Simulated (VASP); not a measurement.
# B3Pd (P-6m2) in VASP: single point with PBE

Aim: the single point of B3Pd with PBE.

All numbers are computed with VASP 6.6.1; they aren't measurements. Logs are shortened: lines on timing, memory, paths and dates and some standing lists are left out, and cuts for length are marked.

**1. The cell of the first run**

The structure is hexagonal, space group P-6m2 (No. 187). Conventional cell: a = 2.894 Å, b = 2.894 Å, c = 4.825 Å, α = 90.00°, β = 90.00°, γ = 120.00°. Within 2.1 Å of B (site symmetry 3m) lie 4 B at 1.55 to 1.84 Å. B (site symmetry -6m2) has 6 B at 1.84 Å within 2.4 Å. Within 3.1 Å of Pd (site symmetry -6m2) lie 12 B at 2.34 to 2.93 Å and 6 Pd at 2.89 Å.

**2. Single point, PBE**

File INCAR:

```
SYSTEM = B3Pd
ALGO = Normal
EDIFF = 1E-6
ENCUT = 500
GGA = PE
GGA_COMPAT = .FALSE.
ISIF = 2
ISMEAR = 0
LASPH = .TRUE.
LCHARG = .FALSE.
LREAL = .FALSE.
LWAVE = .FALSE.
NBANDS = 18
NELM = 120
PREC = Accurate
SIGMA = 0.1
```

File KPOINTS:

```
k-points
0
G
  6 6 4
  0 0 0
```

File POSCAR:

```
B3Pd
1.0
    2.8937352525      0.0000000000      0.0000000000
   -1.4468676262      2.5060482405      0.0000000000
    0.0000000000      0.0000000000      4.8248507741
B Pd
3 1
Direct
    0.0000000000      0.0000000000      0.8390769955
    0.0000000000      0.0000000000      0.1609230045
    0.6666666667      0.3333333333      0.0000000000
    0.3333333333      0.6666666667      0.5000000000
```

Potentials or basis: VASP PAW PBE potentials, release 64 (B, Pd).

Command:

```console
cat potpaw_PBE.64/B/POTCAR potpaw_PBE.64/Pd/POTCAR > POTCAR
mpirun -np 1 vasp_std > vasp.out
```

OUTCAR:

```text
SYSTEM = B3Pd
   EDIFF = 1E-6
   ENCUT = 500
   GGA = PE
   ISIF = 2
   ISMEAR = 0
   LASPH = .TRUE.
   LREAL = .FALSE.
   NELM = 120
   PREC = Accurate

 ion  position               nearest neighbor table
   1  0.000  0.000  0.839-   2 1.55   3 1.84   3 1.84   3 1.84   4 2.34   4 2.34   4 2.34
   2  0.000  0.000  0.161-   1 1.55   3 1.84   3 1.84   3 1.84   4 2.34   4 2.34   4 2.34
   3  0.667  0.333  0.000-   1 1.84   2 1.84   1 1.84   2 1.84   1 1.84   2 1.84
   4  0.333  0.667  0.500-   1 2.34   2 2.34   1 2.34   2 2.34   1 2.34   2 2.34

  LATTYP: Found a hexagonal cell.
 ALAT       =     2.8937352525
 C/A-ratio  =     1.6673435381

  Lattice vectors:

 A1 = (   2.8937352525,   0.0000000000,   0.0000000000)
 A2 = (  -1.4468676262,   2.5060482405,   0.0000000000)
 A3 = (   0.0000000000,   0.0000000000,   4.8248507741)

Analysis of symmetry for initial positions (statically):
=====================================================================
 Subroutine PRICEL returns:
 Original cell was already a primitive cell.

 Routine SETGRP: Setting up the symmetry group for a
 hexagonal supercell.

 Subroutine GETGRP returns: Found 12 space group operations
 (whereof 12 operations were pure point group operations)
 out of a pool of 24 trial point group operations.

The static configuration has the point symmetry D_3h.

Analysis of symmetry for dynamics (positions and initial velocities):
=====================================================================
 Subroutine PRICEL returns:
 Original cell was already a primitive cell.

 Routine SETGRP: Setting up the symmetry group for a
 hexagonal supercell.

 Subroutine GETGRP returns: Found 12 space group operations
 (whereof 12 operations were pure point group operations)
 out of a pool of 24 trial point group operations.

The dynamic configuration has the point symmetry D_3h.

 Subroutine INISYM returns: Found 12 space group operations
 (whereof 12 operations are pure point group operations),
 and found     1 'primitive' translations

----------------------------------------------------------------------------------------

                                     Primitive cell

  volume of cell :      34.9890

  direct lattice vectors                    reciprocal lattice vectors
     2.893735252  0.000000000  0.000000000     0.345574115  0.199517309  0.000000000
    -1.446867626  2.506048241  0.000000000     0.000000000  0.399034617  0.000000000
     0.000000000  0.000000000  4.824850774     0.000000000  0.000000000  0.207260296

  length of vectors
     2.893735252  2.893735252  4.824850774     0.399034617  0.399034617  0.207260296

  position of ions in fractional coordinates (direct lattice)
     0.000000000  0.000000000  0.839076996
     0.000000000  0.000000000  0.160923004
     0.666666667  0.333333333  0.000000000
     0.333333333  0.666666667  0.500000000

  ion indices of the primitive-cell ions
   primitive index   ion index
                 1           1
                 2           2
                 3           3
                 4           4

----------------------------------------------------------------------------------------

 KPOINTS: k-points

Automatic generation of k-mesh.
 Grid dimensions read from file:
 generate k-points for:    6    6    4

 Generating k-lattice:

  Cartesian coordinates                     Fractional coordinates (reciprocal lattice)
     0.057595686  0.033252885  0.000000000     0.166666667  0.000000000  0.000000000
     0.000000000  0.066505770  0.000000000     0.000000000  0.166666667  0.000000000
     0.000000000  0.000000000  0.051815074     0.000000000  0.000000000  0.250000000

  Length of vectors
     0.066505770  0.066505770  0.051815074

  Shift w.r.t. Gamma in fractional coordinates (k-lattice)
     0.000000000  0.000000000  0.000000000

 Subroutine IBZKPT returns following result:
 ===========================================

 Found     21 irreducible k-points:

 Following reciprocal coordinates:
            Coordinates               Weight
  0.000000  0.000000  0.000000      1.000000
  0.166667 -0.000000  0.000000      6.000000
  0.333333 -0.000000  0.000000      6.000000
  0.500000 -0.000000  0.000000      3.000000
  0.166667  0.166667  0.000000      6.000000
  0.333333  0.166667  0.000000     12.000000
[... 13 lines left out ...]
  0.333333  0.166667  0.500000     12.000000
  0.333333  0.333333  0.500000      2.000000
   k-points           NKPTS =     21   k-points in BZ     NKDIM =     21   number of bands    NBANDS=     18
   number of dos      NEDOS =    301   number of ions     NIONS =      4
   total plane-waves  NPLWV =  20736
   dimension x,y,z NGX =    24 NGY =   24 NGZ =   36
   dimension x,y,z NGXF=    48 NGYF=   48 NGZF=   72
   ions per type =               3   1
   NGX,Y,Z   is equivalent  to a cutoff of  13.79, 13.79, 12.40 a.u.
   NGXF,Y,Z  is equivalent  to a cutoff of  27.58, 27.58, 24.81 a.u.
 SYSTEM =  B3Pd
   PREC   = accura    normal or accurate (medium, high low for compatibility)
   ISTART =      0    job   : 0-new  1-cont  2-samecut
   ICHARG =      2    charge: 1-file 2-atom 10-const
   ISPIN  =      1    spin polarized calculation?
   LNONCOLLINEAR =      F non collinear calculations
   LSORBIT =      F    spin-orbit coupling
   LASPH  =      T    aspherical Exc in radial PAW
   ENCUT  =  500.0 eV  36.75 Ry    6.06 a.u.   5.28  5.28  8.80*2*pi/ulx,y,z
   NELM   =    120;   NELMIN=  2; NELMDL= -5     # of ELM steps
   EDIFF  = 0.1E-05   stopping-criterion for ELM
   LREAL  =      F    real-space projection
   EDIFFG = 0.1E-04   stopping-criterion for IOM
   NSW    =      0    number of steps for IOM
   IBRION =     -1    ionic relax: 0-MD 1-quasi-New 2-CG
   NFREE  =      0    steps in history (QN), initial steepest desc. (CG)
   ISIF   =      2    stress and relaxation
   ISYM   =      2    0-nonsym 1-usesym 2-fastsym
   POTIM  = 0.5000    time-step for ionic-motion
   TEBEG  =    0.0;   TEEND  =   0.0 temperature during run
   PSTRESS=    0.0 pullay stress
   NELECT =      19.0000    total number of electrons
   NUPDOWN=      -1.0000    fix difference up-down
   EMIN   =  10.00;   EMAX   =-10.00  energy-range for DOS
   EFERMI =   0.00;   METHOD = LEGACY
   ISMEAR =     0;   SIGMA  =   0.10  broadening in eV -4-tet -1-fermi 0-gaus
   EFERMI_NEDOS =   21; number of points for ismear=-14 and -15
   IALGO  =     38    algorithm
   IMIX   =      4    mixing-type and parameters
     AMIX     =   0.40;   BMIX     =  1.00
     AMIX_MAG =   1.60;   BMIX_MAG =  1.00
  volume/ion in A,a.u.               =       8.75        59.03
  Fermi-wavevector in a.u.,A,eV,Ry     =   1.335617  2.523950 24.271069  1.783873
  Thomas-Fermi vector in A             =   2.464307
   LORBIT       =      0    0 simple, 1 ext, 2 COOP (PROOUT), +10 PAW based schemes
   GGA     = PE    functional components
   LHFCALC =     F    Hartree Fock is set to
   AEXX    =    0.0000 exact exchange contribution
   IVDW    =     0    specifies the selected vdW correction
   LEPSILON=     F    determine dielectric tensor
   LRPA    =     F    only Hartree local field effects (RPA)
 non-spin polarized calculation
 Gauss-broadening in eV      SIGMA  =   0.10
  energy-cutoff  :      500.00
  volume of cell :       34.99
 maximum number of plane-waves:       901
 NGX is ok and might be reduce to    24
   NGX = 11   NGY = 11   NGZ = 17

 number of electron      19.0000000 magnetization

 Free energy of the ion-electron system (eV)
  ---------------------------------------------------
  ext. energy  EPLUGINS =         0.00000000
  ---------------------------------------------------
  free energy    TOTEN  =       -24.30274882 eV

  energy without entropy =      -24.29564288  energy(sigma->0) =      -24.29919585

 E-fermi :   8.7180     XC(G=0): -12.6164

 val. band max:        8.6946073702   @ k =   0.1667   0.1667   0.2500
 cond. band min:       8.7452263614   @ k =   0.0000   0.0000   0.0000
 fundamental gap:      0.0506189912
 Fermi energy:         8.7179853238

 k-point     1 :       0.0000    0.0000    0.0000
  band No.  band energies     occupation
      1      -6.0645      2.00000
      2       1.0107      2.00000
      3       1.4360      2.00000
      4       4.7601      2.00000
      5       4.7601      2.00000
      6       5.1711      2.00000
[... 10 lines left out ...]
     17      19.2447      0.00000
     18      24.8190      0.00000

 k-point     2 :       0.1667   -0.0000    0.0000
  band No.  band energies     occupation
      1      -5.5518      2.00000
      2       1.1537      2.00000
      3       2.0456      2.00000
      4       4.2030      2.00000
      5       5.0420      2.00000
      6       5.1483      2.00000
[... 10 lines left out ...]
     17      19.6083      0.00000
     18      23.2241      0.00000

 k-point     3 :       0.3333   -0.0000    0.0000
  band No.  band energies     occupation
      1      -4.0619      2.00000
      2       1.4592      2.00000
      3       1.6833      2.00000
      4       2.9144      2.00000
      5       5.1444      2.00000
      6       5.3418      2.00000
[... 10 lines left out ...]
     17      20.4187      0.00000
     18      23.0887      0.00000

 k-point     4 :       0.5000   -0.0000    0.0000
  band No.  band energies     occupation
      1      -2.2599      2.00000
      2      -0.7543      2.00000
      3       1.6224      2.00000
      4       2.8141      2.00000
      5       5.1742      2.00000
      6       5.4910      2.00000
[... 312 lines left out ...]
      4       3.5834      2.00000
      5       3.8726      2.00000
      6       4.6184      2.00000
[... 10 lines left out ...]
     17      21.1275      0.00000
     18      22.9951      0.00000

 k-point    20 :       0.3333    0.1667    0.5000
  band No.  band energies     occupation
      1      -2.6645      2.00000
      2       0.5738      2.00000
      3       2.1169      2.00000
      4       3.0993      2.00000
      5       3.5505      2.00000
      6       3.9694      2.00000
[... 10 lines left out ...]
     17      21.1916      0.00000
     18      21.6459      0.00000

 k-point    21 :       0.3333    0.3333    0.5000
  band No.  band energies     occupation
      1      -1.5441      2.00000
      2       0.0708      2.00000
      3       1.8379      2.00000
      4       2.8516      2.00000
      5       3.7542      2.00000
      6       3.9883      2.00000
[... 10 lines left out ...]
     17      21.0648      0.00000
     18      21.6539      0.00000

------------------------ aborting loop because EDIFF is reached ----------------------------------------

  FORCE on cell =-STRESS in cart. coord.  units (eV):
  Direction    XX          YY          ZZ          XY          YZ          ZX
  --------------------------------------------------------------------------------------
  -------------------------------------------------------------------------------------
  Total        0.1405006      0.1405006     -0.1943832      0.0000000      0.0000000      0.0000000
  in kB        6.4336380      6.4336380     -8.9009661      0.0000000      0.0000000      0.0000000
  external PRESSURE =       1.3221033 kB  Pullay stress =       0.0000000 kB

 VOLUME and BASIS-vectors are now :
 -----------------------------------------------------------------------------
  energy-cutoff  :      500.00
  volume of cell :       34.99
      direct lattice vectors                 reciprocal lattice vectors
     2.893735252  0.000000000  0.000000000     0.345574115  0.199517309  0.000000000
    -1.446867626  2.506048241  0.000000000     0.000000000  0.399034617  0.000000000
     0.000000000  0.000000000  4.824850774     0.000000000  0.000000000  0.207260296

 POSITION                                       TOTAL-FORCE (eV/Angst)
 -----------------------------------------------------------------------------------
      0.00000      0.00000      4.04842         0.000000     -0.000000      0.009357
      0.00000      0.00000      0.77643         0.000000      0.000000     -0.009357
      1.44687      0.83535      0.00000        -0.000000      0.000000      0.000000
     -0.00000      1.67070      2.41243         0.000000     -0.000000      0.000000
 -----------------------------------------------------------------------------------
    total drift:                                0.000000     -0.000000     -0.000000

  FREE ENERGIE OF THE ION-ELECTRON SYSTEM (eV)
  ---------------------------------------------------
  free  energy   TOTEN  =       -24.3027488235 eV

  energy  without entropy=      -24.2956428777  energy(sigma->0) =      -24.29919585
```

Run time: 25 s. Hardware: 1 thread of AMD EPYC 7R13, shared host; peak memory 0.13 GiB.

Results:

| Property | Result |
| --- | --- |
| Free energy | -24.3027 eV |
| Pressure | 0.1 GPa |
| Largest force | 0.009 eV/Å |

Forces on the atoms (eV/Å):
```
B    0.000  0.000  0.009
B    0.000  0.000 -0.009
B    0.000  0.000  0.000
Pd   0.000  0.000  0.000
```

Caveat: the k points lie up to 0.42 Å⁻¹ apart.
